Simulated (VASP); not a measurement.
CoSn3: single point with PBEsol

CoSn3:

```
Sn Co
1.0
     4.39766    0.00000    0.00000
     0.00000    4.39766    0.00000
     0.00000    0.00000    4.39766
Sn Co
3 1
Direct
  0.00000 0.50000 0.50000
  0.50000 0.00000 0.50000
  0.50000 0.50000 0.00000
  0.00000 0.00000 0.00000
```

```yaml
Program: VASP 6.6.1
Task: single point
Functional: PBEsol
Potentials_or_basis: VASP PAW PBE potentials, release 64 (Sn_d, Co)
Cutoff: 520 eV
k_mesh: 10 × 10 × 10
Occupations: gaussian, width 0.1 eV
Spin: collinear spin, ferromagnetic start
Starting_moments: "[0.14, 0.14, 0.14, 2.18] μB"
Fixed_moment: 2.62 μB
```

- Pressure: 1.8 GPa
- Net moment: 2.62 μB per cell
- Site moments: Sn +0.13; Co +1.91 μB
- Valence electrons inside the program's atomic spheres: Sn 12.28; Co 7.81

It took 7.5 min on 1 thread of Intel Xeon 8259CL (shared host), peak memory 0.42 GiB.

Caveat: the PAW data sets were made with another functional, which shifts forces and pressure a little; the total moment is fixed, so each spin has its own Fermi level and the state may be an excited one.
